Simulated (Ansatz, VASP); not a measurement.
# Two plane-wave programs on InP

Contents of INCAR:

```
SYSTEM = InP
PREC = Accurate
ENCUT = 520
EDIFF = 1E-6
ISMEAR = 0
SIGMA = 0.15
LREAL = .False.
LASPH = .True.
NELM = 60
ALGO = Normal
ISIF = 2
LWAVE = .False.
LCHARG = .False.
GGA = PE
NBANDS = 16
```

File KPOINTS:

```
Automatic mesh
0
Gamma
  18 18 18
  0 0 0
```

Contents of POSCAR:

```
InP
1.0
    0.0000000000      2.8532652270      2.8532652270
    2.8532652270      0.0000000000      2.8532652270
    2.8532652270      2.8532652270      0.0000000000
In P
1 1
Direct
    0.0000000000      0.0000000000      0.0000000000
    0.5000000000      0.5000000000      0.5000000000
```

Input for Ansatz:

```yaml
crystal:
  lattice:
    - [0.0, 2.853265227, 2.853265227]
    - [2.853265227, 0.0, 2.853265227]
    - [2.853265227, 2.853265227, 0.0]
  atoms:
    - { symbol: In, position: [0.0, 0.0, 0.0] }
    - { symbol: P, position: [0.5, 0.5, 0.5] }
basis:
  ecutwfc: 420
kpoints:
  mp_grid: { grid: [18, 18, 18] }
hamiltonian:
  xc: pbe
scf:
  occupations: { method: gaussian, width: 0.15 }
output:
  forces: true
  stress: true
  eigenvalues: true
  write_density: true
  write_potential: true
  elf: true
  volumetric_format: npy
```

Change from the starting cell: strain +0.030 along x and y, +0.030 along z, atoms carried along.

Alike in both runs: task single point; functional PBE; k mesh 18 × 18 × 18; occupations gaussian, width 0.15 eV; no spin polarisation.

|  | VASP | Ansatz |
| --- | --- | --- |
| version | VASP 6.6.1 | Ansatz 0.2.0 |
| potentials or method | VASP PAW PBE potentials, release 64 (In_d, P), cutoff 520 eV | scalar-relativistic, plane waves, PAW |
| valence electrons in the cell | 18 | 18 |

```csv
,VASP,Ansatz,Ansatz less VASP
gap on the k mesh at the Fermi level (eV),none,none,-
pressure (GPa),-5.3,-5.2,+0.04
```

A gap of «none» marks a metal or a gap that the smearing closes.
